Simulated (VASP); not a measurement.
# Hf (I4/mmm) in VASP: a series of runs, part 2 of 2

VASP 6.6.1.

### Step 4. Single point, PBEsol (strain +0.025 along x and y, +0.000 along z)

File INCAR:

```
  PREC = Accurate
  ENCUT = 520
  EDIFF = 1E-7
  ISMEAR = 0
  SIGMA = 0.15
  LREAL = False
  LASPH = True
  NELM = 80
  ALGO = Normal
  ISIF = 2
  LWAVE = False
  LCHARG = True
  GGA = PS
  LELF = True
  LVHAR = True
  NBANDS = 11
```

File KPOINTS:

```
Automatic mesh
0
Gamma
  18 18 18
```

File POSCAR:

```
Hf
1.0
   -1.8501250000      1.8501250000      1.8050000000
    1.8501250000     -1.8501250000      1.8050000000
    1.8501250000      1.8501250000     -1.8050000000
Hf
1
Direct
    0.0000000000      0.0000000000      0.0000000000
```

Potentials or basis: VASP PAW PBE potentials, release 64 (Hf_pv).

Run with:

```sh
> cat potpaw_PBE.64/Hf_pv/POTCAR > POTCAR
> mpirun -np 1 vasp_std > vasp.out
```

OUTCAR:

```text
PREC = Accurate
   ENCUT = 520
   EDIFF = 1E-7
   ISMEAR = 0
   LREAL = False
   LASPH = True
   NELM = 80
   ISIF = 2
   GGA = PS

 ion  position               nearest neighbor table
   1  0.000  0.000  0.000-

  LATTYP: Found a body centered tetragonal cell.
 ALAT       =     3.7002500000
 C/A-ratio  =     0.9756097561

  Lattice vectors:

 A1 = (  -1.8501250000,   1.8501250000,   1.8050000000)
 A2 = (   1.8501250000,  -1.8501250000,   1.8050000000)
 A3 = (   1.8501250000,   1.8501250000,  -1.8050000000)

Analysis of symmetry for initial positions (statically):
=====================================================================
 Subroutine PRICEL returns:
 Original cell was already a primitive cell.

 Routine SETGRP: Setting up the symmetry group for a
 body centered tetragonal supercell.

 Subroutine GETGRP returns: Found 16 space group operations
 (whereof 16 operations were pure point group operations)
 out of a pool of 16 trial point group operations.

The static configuration has the point symmetry D_4h.

Analysis of symmetry for dynamics (positions and initial velocities):
[... 161 lines left out ...]
 val. band max:        3.7841444619   @ k =  -0.3333   0.3889   0.0556
 cond. band min:       3.7892905277   @ k =  -0.1111   0.3889   0.1111
 fundamental gap:      0.0051460658
 Fermi energy:         3.7876601808

 k-point     1 :       0.0000    0.0000    0.0000
  band No.  band energies     occupation
      1     -26.3985      2.00000
      2     -26.3985      2.00000
      3     -26.3979      2.00000
      4      -2.9371      2.00000
      5       5.0372      0.00000
      6       5.2827      0.00000
      7       5.2827      0.00000
      8       7.5360      0.00000
      9       7.8717      0.00000
     10      16.5082      0.00000
     11      16.5082      0.00000
[... 309 lines left out ...]
 k-point    24 :      -0.2222    0.0556   -0.0000
  band No.  band energies     occupation
      1     -26.6058      2.00000
      2     -26.4625      2.00000
      3     -26.4058      2.00000
      4      -1.6964      2.00000
      5       4.4264      0.00000
      6       4.6667      0.00000
      7       6.4632      0.00000
      8       7.0922      0.00000
      9       7.8491      0.00000
     10      16.6283      0.00000
     11      17.1106      0.00000

 [... further k-points ...]
[... 5 lines left out ...]
  --------------------------------------------------------------------------------------
  -------------------------------------------------------------------------------------
  Total       -1.8840263     -1.8840263     -2.0891760      0.0000000     -0.0000000      0.0000000
  in kB     -122.1400786   -122.1400786   -135.4397913      0.0000000     -0.0000000      0.0000000
  external PRESSURE =    -126.5733161 kB  Pullay stress =       0.0000000 kB

 VOLUME and BASIS-vectors are now :
 -----------------------------------------------------------------------------
  energy-cutoff  :      520.00
  volume of cell :       24.71
      direct lattice vectors                 reciprocal lattice vectors
    -1.850125000  1.850125000  1.805000000     0.000000000  0.270252010  0.277008310
     1.850125000 -1.850125000  1.805000000     0.270252010  0.000000000  0.277008310
     1.850125000  1.850125000 -1.805000000     0.270252010  0.270252010  0.000000000

 POSITION                                       TOTAL-FORCE (eV/Angst)
 -----------------------------------------------------------------------------------
      0.00000      0.00000      0.00000        -0.000000     -0.000000     -0.000000
 -----------------------------------------------------------------------------------
    total drift:                                0.000000      0.000000     -0.000000

  FREE ENERGIE OF THE ION-ELECTRON SYSTEM (eV)
  ---------------------------------------------------
  free  energy   TOTEN  =       -10.1920248028 eV

  energy  without entropy=      -10.1663496330  energy(sigma->0) =      -10.17918722
```

OSZICAR:

```text
N       E                     dE             d eps       ncg     rms          rms(c)
DAV:   1     0.121265167379E+02    0.12127E+02   -0.56599E+03 10592   0.828E+02
DAV:   2    -0.101701047172E+02   -0.22297E+02   -0.21595E+02 13239   0.152E+02
DAV:   3    -0.106490129230E+02   -0.47891E+00   -0.47282E+00 13183   0.152E+01
DAV:   4    -0.106512611101E+02   -0.22482E-02   -0.22476E-02 11981   0.127E+00
DAV:   5    -0.106512765832E+02   -0.15473E-04   -0.15473E-04 13461   0.925E-02    0.435E+01
DAV:   6    -0.103015768411E+02    0.34970E+00   -0.30447E-01 11700   0.385E+00    0.246E+01
DAV:   7    -0.101966331315E+02    0.10494E+00   -0.36811E-01 12117   0.408E+00    0.106E+00
DAV:   8    -0.101920603310E+02    0.45728E-02   -0.24960E-02 11742   0.113E+00    0.175E-01
DAV:   9    -0.101920210213E+02    0.39310E-04   -0.41258E-04 12872   0.175E-01    0.537E-02
DAV:  10    -0.101920253805E+02   -0.43592E-05   -0.26395E-05 13127   0.382E-02    0.298E-02
DAV:  11    -0.101920248222E+02    0.55827E-06   -0.37600E-06 12771   0.142E-02    0.144E-03
DAV:  12    -0.101920248028E+02    0.19409E-07   -0.54159E-08  8595   0.217E-03
   1 F= -.10192025E+02 E0= -.10179187E+02  d E =-.256752E-01
```

stdout:

```text
POSCAR found type information on POSCAR Hf
 POSCAR found :  1 types and       1 ions
 scaLAPACK will be used
 -----------------------------------------------------------------------------
|                                                                             |
|                                                                             |
|     You enforced a specific xc type in the INCAR file but a different       |
|     I HOPE YOU KNOW WHAT YOU ARE DOING!                                     |
|                                                                             |
 -----------------------------------------------------------------------------

 LDA part: xc-table for (Slater+PW92), standard interpolation
 POSCAR, INCAR and KPOINTS ok, starting setup
 FFT: planning ... GRIDC
 FFT: planning ... GRID_SOFT
 FFT: planning ... GRID
 WAVECAR not read
 entering main loop
```

Run time: 28 s. Hardware: 1 thread of Intel Xeon 6975P-C (Granite Rapids), shared host; peak memory 0.24 GiB.

What came out:

```yaml
Free_energy: -10.1920 eV
Pressure: -12.7 GPa
Band_gap_on_the_k_mesh: zero (bands 5 and 6 overlap by 2.00 eV)
```

Stress tensor (GPa, compression positive):
```
-12.21   0.00   0.00
  0.00 -12.21   0.00
  0.00   0.00 -13.54
```

Levels at points of the mesh, in eV from the Fermi level:
| k point | band 2 | band 3 | band 4 | band 5 | band 6 | band 7 | band 8 | band 9 |
| --- | --- | --- | --- | --- | --- | --- | --- | --- |
| (0.00, 0.00, 0.00) | -30.19 | -30.19 | -6.72 | 1.25 | 1.50 | 1.50 | 3.75 | 4.08 |
| (0.50, 0.00, 0.00) | -30.38 | -30.19 | -3.09 | -0.45 | 0.80 | 3.77 | 4.69 | 6.75 |
| (0.50, 0.50, 0.00) | -30.37 | -30.18 | -3.14 | -0.20 | 0.67 | 3.49 | 4.50 | 6.70 |
| (0.50, 0.50, 0.50) | -30.61 | -30.58 | -2.21 | -2.15 | 6.01 | 6.01 | 6.09 | 6.29 |

Caveat: the cell differs from its parent crystal (strain +0.025 along x and y, +0.000 along z); the cell stands under tension; the PAW data sets were made with another functional, which shifts forces and pressure a little; spin-orbit coupling is left out, which moves the levels of the heavy elements.

### Step 5. Overview

```csv
cell,gap on the mesh (eV),pressure (GPa)
"a = 3.153 Å, angles 108.1, 108.1, 112.1°, 1 atom",none,-11.0
"a = 3.153 Å, angles 110.1, 110.1, 108.1°, 1 atom",none,-11.1
"a = 3.179 Å, angles 108.8, 108.8, 110.8°, 1 atom",none,-12.7
```

Alike in all rows: task single point; level PBEsol; potentials or basis VASP PAW PBE potentials, release 64 (Hf_pv); no spin polarisation; k mesh 18 × 18 × 18; cutoff (eV) 520; smearing gaussian 0.15 eV.

Caveats: the cell stands under tension; the PAW data sets were made with another functional, which shifts forces and pressure a little; spin-orbit coupling is left out, which moves the levels of the heavy elements.

Absolute energies hang on the potentials; compare differences alone.
